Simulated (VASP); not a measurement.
# Pt (I4/mmm) in VASP: a series of runs, part 2 of 2

VASP 6.6.1. Earlier steps stand in the parts before.

### Step 3. Single point, PBEsol

INCAR

```
SYSTEM = Pt
PREC = Accurate ; ENCUT = 520
EDIFF = 1E-7 ; ISMEAR = 0
SIGMA = 0.15 ; LREAL = .FALSE.
LASPH = .TRUE. ; NELM = 100
ALGO = Fast ; ISIF = 2
LWAVE = .FALSE. ; LCHARG = .TRUE.
GGA = PS ; LELF = .TRUE.
LVHAR = .TRUE. ; NBANDS = 11
```

KPOINTS

```
regular mesh
0
G
  30 30 30
  0 0 0
```

POSCAR

```
Pt
1.0
   -1.5352973185      1.5352973185      1.6120621845
    1.5352973185     -1.5352973185      1.6120621845
    1.5352973185      1.5352973185     -1.6120621845
Pt
1
Direct
    0.0000000000      0.0000000000      0.0000000000
```

Potentials or basis: VASP PAW PBE potentials, release 64 (Pt).

Command:

```
> cat potpaw_PBE.64/Pt/POTCAR > POTCAR
> mpirun -np 1 vasp_std > vasp.out
```

OUTCAR:

```text
SYSTEM = Pt
   PREC = Accurate
   ENCUT = 520
   EDIFF = 1E-7
   ISMEAR = 0
   LREAL = .FALSE.
   LASPH = .TRUE.
   NELM = 100
   ISIF = 2
   GGA = PS

 ion  position               nearest neighbor table
   1  0.000  0.000  0.000-

  LATTYP: Found a body centered tetragonal cell.
 ALAT       =     3.0705946370
 C/A-ratio  =     1.0500000000

  Lattice vectors:

 A1 = (  -1.5352973185,   1.5352973185,   1.6120621845)
 A2 = (   1.5352973185,  -1.5352973185,   1.6120621845)
 A3 = (   1.5352973185,   1.5352973185,  -1.6120621845)

Analysis of symmetry for initial positions (statically):
=====================================================================
 Subroutine PRICEL returns:
 Original cell was already a primitive cell.

 Routine SETGRP: Setting up the symmetry group for a
 body centered tetragonal supercell.

 Subroutine GETGRP returns: Found 16 space group operations
 (whereof 16 operations were pure point group operations)
 out of a pool of 16 trial point group operations.

The static configuration has the point symmetry D_4h.

Analysis of symmetry for dynamics (positions and initial velocities):
=====================================================================
 Subroutine PRICEL returns:
 Original cell was already a primitive cell.

 Routine SETGRP: Setting up the symmetry group for a
 body centered tetragonal supercell.

 Subroutine GETGRP returns: Found 16 space group operations
 (whereof 16 operations were pure point group operations)
 out of a pool of 16 trial point group operations.

The dynamic configuration has the point symmetry D_4h.

 Subroutine INISYM returns: Found 16 space group operations
 (whereof 16 operations are pure point group operations),
 and found     1 'primitive' translations

----------------------------------------------------------------------------------------

                                     Primitive cell

  volume of cell :      15.1994

  direct lattice vectors                    reciprocal lattice vectors
    -1.535297319  1.535297319  1.612062185     0.000000000  0.325669819  0.310161732
     1.535297319 -1.535297319  1.612062185     0.325669819  0.000000000  0.310161732
     1.535297319  1.535297319 -1.612062185     0.325669819  0.325669819  0.000000000

  length of vectors
     2.704259640  2.704259640  2.704259640     0.449734512  0.449734512  0.460566675

  position of ions in fractional coordinates (direct lattice)
     0.000000000  0.000000000  0.000000000

  ion indices of the primitive-cell ions
   primitive index   ion index
                 1           1

----------------------------------------------------------------------------------------

 KPOINTS: regular mesh

Automatic generation of k-mesh.
 Grid dimensions read from file:
 generate k-points for:   30   30   30

 Generating k-lattice:

  Cartesian coordinates                     Fractional coordinates (reciprocal lattice)
     0.000000000  0.010855661  0.010338724     0.033333333  0.000000000 -0.000000000
     0.010855661  0.000000000  0.010338724     0.000000000  0.033333333 -0.000000000
     0.010855661  0.010855661  0.000000000     0.000000000  0.000000000  0.033333333

  Length of vectors
     0.014991150  0.014991150  0.015352223

  Shift w.r.t. Gamma in fractional coordinates (k-lattice)
     0.000000000  0.000000000  0.000000000

 Subroutine IBZKPT returns following result:
 ===========================================

 Found   1992 irreducible k-points:

 Following reciprocal coordinates:
            Coordinates               Weight
  0.000000  0.000000  0.000000      1.000000
  0.033333  0.000000  0.000000      8.000000
  0.066667  0.000000  0.000000      8.000000
  0.100000  0.000000 -0.000000      8.000000
  0.133333  0.000000  0.000000      8.000000
  0.166667  0.000000 -0.000000      8.000000
[... 16 lines left out ...]
  0.233333  0.033333 -0.000000     16.000000
  0.266667  0.033333 -0.000000     16.000000
 [... further k-points ...]
   k-points           NKPTS =   1992   k-points in BZ     NKDIM =   1992   number of bands    NBANDS=     11
   number of dos      NEDOS =    301   number of ions     NIONS =      1
   total plane-waves  NPLWV =   8000
   dimension x,y,z NGX =    20 NGY =   20 NGZ =   20
   dimension x,y,z NGXF=    40 NGYF=   40 NGZF=   40
   ions per type =               1
   NGX,Y,Z   is equivalent  to a cutoff of  12.30, 12.30, 12.30 a.u.
   NGXF,Y,Z  is equivalent  to a cutoff of  24.59, 24.59, 24.59 a.u.
 SYSTEM =  Pt
   PREC   = accura    normal or accurate (medium, high low for compatibility)
   ISTART =      0    job   : 0-new  1-cont  2-samecut
   ICHARG =      2    charge: 1-file 2-atom 10-const
   ISPIN  =      1    spin polarized calculation?
   LNONCOLLINEAR =      F non collinear calculations
   LSORBIT =      F    spin-orbit coupling
   LASPH  =      T    aspherical Exc in radial PAW
   ENCUT  =  520.0 eV  38.22 Ry    6.18 a.u.   5.03  5.03  5.03*2*pi/ulx,y,z
   NELM   =    100;   NELMIN=  2; NELMDL= -5     # of ELM steps
   EDIFF  = 0.1E-06   stopping-criterion for ELM
   LREAL  =      F    real-space projection
   EDIFFG = 0.1E-05   stopping-criterion for IOM
   NSW    =      0    number of steps for IOM
   IBRION =     -1    ionic relax: 0-MD 1-quasi-New 2-CG
   NFREE  =      0    steps in history (QN), initial steepest desc. (CG)
   ISIF   =      2    stress and relaxation
   ISYM   =      2    0-nonsym 1-usesym 2-fastsym
   POTIM  = 0.5000    time-step for ionic-motion
   TEBEG  =    0.0;   TEEND  =   0.0 temperature during run
   PSTRESS=    0.0 pullay stress
   NELECT =      10.0000    total number of electrons
   NUPDOWN=      -1.0000    fix difference up-down
   EMIN   =  10.00;   EMAX   =-10.00  energy-range for DOS
   EFERMI =   0.00;   METHOD = LEGACY
   ISMEAR =     0;   SIGMA  =   0.15  broadening in eV -4-tet -1-fermi 0-gaus
   EFERMI_NEDOS =   21; number of points for ismear=-14 and -15
   IALGO  =     68    algorithm
   IMIX   =      4    mixing-type and parameters
     AMIX     =   0.40;   BMIX     =  1.00
     AMIX_MAG =   1.60;   BMIX_MAG =  1.00
  volume/ion in A,a.u.               =      15.20       102.57
  Fermi-wavevector in a.u.,A,eV,Ry     =   1.423855  2.690697 27.583967  2.027364
  Thomas-Fermi vector in A             =   2.544409
   LORBIT       =      0    0 simple, 1 ext, 2 COOP (PROOUT), +10 PAW based schemes
   GGA     = PS    functional components
   LHFCALC =     F    Hartree Fock is set to
   AEXX    =    0.0000 exact exchange contribution
   IVDW    =     0    specifies the selected vdW correction
   LEPSILON=     F    determine dielectric tensor
   LRPA    =     F    only Hartree local field effects (RPA)
 non-spin polarized calculation
 RMM-DIIS sequential band-by-band and
 Gauss-broadening in eV      SIGMA  =   0.15
  energy-cutoff  :      520.00
  volume of cell :       15.20
 maximum number of plane-waves:       422
   NGX = 11   NGY = 11   NGZ = 11

 number of electron      10.0000000 magnetization

 Free energy of the ion-electron system (eV)
  ---------------------------------------------------
  ext. energy  EPLUGINS =         0.00000000
  ---------------------------------------------------
  free energy    TOTEN  =        -6.86413589 eV

  energy without entropy =       -6.85269747  energy(sigma->0) =       -6.85841668

 E-fermi :  10.7275     XC(G=0): -13.5750

 val. band max:       10.7260194626   @ k =  -0.4000   0.4000   0.3333
 cond. band min:      10.7279858614   @ k =  -0.0333   0.3667   0.0333
 fundamental gap:      0.0019663988
 Fermi energy:        10.7275410215

 k-point     1 :       0.0000    0.0000    0.0000
  band No.  band energies     occupation
      1       0.7502      2.00000
      2       6.8973      2.00000
      3       6.8973      2.00000
      4       7.3205      2.00000
      5       9.3798      2.00000
      6       9.9182      2.00000
      7      27.2003      0.00000
      8      28.1238      0.00000
      9      28.1238      0.00000
     10      37.4552      0.00000
     11      37.8880      0.00000

 k-point     2 :       0.0333    0.0000    0.0000
  band No.  band energies     occupation
      1       0.7968      2.00000
      2       6.8985      2.00000
      3       6.9078      2.00000
      4       7.3294      2.00000
      5       9.3629      2.00000
      6       9.9085      2.00000
      7      27.2494      0.00000
      8      28.1472      0.00000
      9      28.1928      0.00000
     10      36.4844      0.00000
     11      37.9860      0.00000
[... 295 lines left out ...]
 k-point    24 :       0.2667    0.0333   -0.0000
  band No.  band energies     occupation
      1       3.2743      2.00000
      2       6.1968      2.00000
      3       7.1297      2.00000
      4       9.0719      2.00000
      5       9.5969      2.00000
      6       9.8368      2.00000
      7      23.9225      0.00000
      8      26.3728      0.00000
      9      31.3931      0.00000
     10      32.4539      0.00000
     11      35.0092      0.00000

 [... further k-points ...]
[... 5 lines left out ...]
  --------------------------------------------------------------------------------------
  -------------------------------------------------------------------------------------
  Total       -0.1753418     -0.1753418      0.2536679      0.0000000      0.0000000      0.0000000
  in kB      -18.4828630    -18.4828630     26.7392524      0.0000000      0.0000000      0.0000000
  external PRESSURE =      -3.4088245 kB  Pullay stress =       0.0000000 kB

 VOLUME and BASIS-vectors are now :
 -----------------------------------------------------------------------------
  energy-cutoff  :      520.00
  volume of cell :       15.20
      direct lattice vectors                 reciprocal lattice vectors
    -1.535297319  1.535297319  1.612062185     0.000000000  0.325669819  0.310161732
     1.535297319 -1.535297319  1.612062185     0.325669819  0.000000000  0.310161732
     1.535297319  1.535297319 -1.612062185     0.325669819  0.325669819  0.000000000

 POSITION                                       TOTAL-FORCE (eV/Angst)
 -----------------------------------------------------------------------------------
      0.00000      0.00000      0.00000         0.000000      0.000000     -0.000000
 -----------------------------------------------------------------------------------
    total drift:                                0.000000      0.000000      0.000000

  FREE ENERGIE OF THE ION-ELECTRON SYSTEM (eV)
  ---------------------------------------------------
  free  energy   TOTEN  =        -6.8641358920 eV

  energy  without entropy=       -6.8526974691  energy(sigma->0) =       -6.85841668
```

OSZICAR:

```text
N       E                     dE             d eps       ncg     rms          rms(c)
DAV:   1     0.389988292103E+02    0.38999E+02   -0.53675E+03 44760   0.845E+02
DAV:   2    -0.669122540811E+01   -0.45690E+02   -0.43809E+02 49895   0.177E+02
DAV:   3    -0.729441586087E+01   -0.60319E+00   -0.60099E+00 51476   0.194E+01
DAV:   4    -0.729673038722E+01   -0.23145E-02   -0.23144E-02 50762   0.141E+00
DAV:   5    -0.729674842557E+01   -0.18038E-04   -0.18039E-04 51858   0.115E-01    0.127E+01
RMM:   6    -0.690999044252E+01    0.38676E+00   -0.37201E-01 43941   0.514E+00    0.650E+00
RMM:   7    -0.686806723472E+01    0.41923E-01   -0.70917E-02 46138   0.240E+00    0.245E+00
RMM:   8    -0.686447719648E+01    0.35900E-02   -0.86610E-03 47771   0.841E-01    0.637E-01
RMM:   9    -0.686411913546E+01    0.35806E-03   -0.98957E-04 51229   0.272E-01    0.472E-02
RMM:  10    -0.686413471597E+01   -0.15581E-04   -0.14550E-04 51381   0.928E-02    0.517E-02
RMM:  11    -0.686413639006E+01   -0.16741E-05   -0.19230E-05 53173   0.312E-02    0.273E-02
RMM:  12    -0.686413567876E+01    0.71130E-06   -0.81956E-06 50240   0.225E-02    0.331E-03
RMM:  13    -0.686413583835E+01   -0.15959E-06   -0.16739E-06 50872   0.826E-03    0.448E-03
RMM:  14    -0.686413589199E+01   -0.53647E-07   -0.19867E-07 37737   0.293E-03
   1 F= -.68641359E+01 E0= -.68584167E+01  d E =-.114384E-01
```

stdout:

```text
POSCAR found type information on POSCAR Pt
 POSCAR found :  1 types and       1 ions
 scaLAPACK will be used
 -----------------------------------------------------------------------------
|                                                                             |
|                                                                             |
|     You enforced a specific xc type in the INCAR file but a different       |
|     I HOPE YOU KNOW WHAT YOU ARE DOING!                                     |
|                                                                             |
 -----------------------------------------------------------------------------

 LDA part: xc-table for (Slater+PW92), standard interpolation
 POSCAR, INCAR and KPOINTS ok, starting setup
 FFT: planning ... GRIDC
 FFT: planning ... GRID_SOFT
 FFT: planning ... GRID
 WAVECAR not read
 entering main loop
WARNING in EDDRMM: call to ZHEGV failed, returncode =   8  4     11
WARNING in EDDRMM: call to ZHEGV failed, returncode =   6  3     11
```

Wall time 1.9 min (1 thread of Intel Xeon 6975P-C (Granite Rapids), shared host); peak memory 0.42 GiB.

Results:

```yaml
Free_energy: -6.8641 eV
Pressure: -0.3 GPa
Band_gap_on_the_k_mesh: zero (bands 5 and 6 overlap by 2.35 eV)
```

Levels at points of the mesh, in eV from the Fermi level:
```csv
k point,band 3,band 4,band 5,band 6,band 7,band 8
"(0.00, 0.00, 0.00)",-3.83,-3.41,-1.35,-0.81,16.47,17.40
"(0.50, 0.00, 0.00)",-1.53,-0.67,-0.03,1.08,6.46,13.42
"(0.50, 0.50, 0.00)",-0.87,-0.53,0.30,1.19,6.89,12.89
"(0.50, 0.50, 0.50)",0.47,0.62,0.62,6.72,8.20,8.20
```

Caveat: the PAW data sets were made with another functional, which shifts forces and pressure a little; spin-orbit coupling is left out, which moves the levels of the heavy elements.
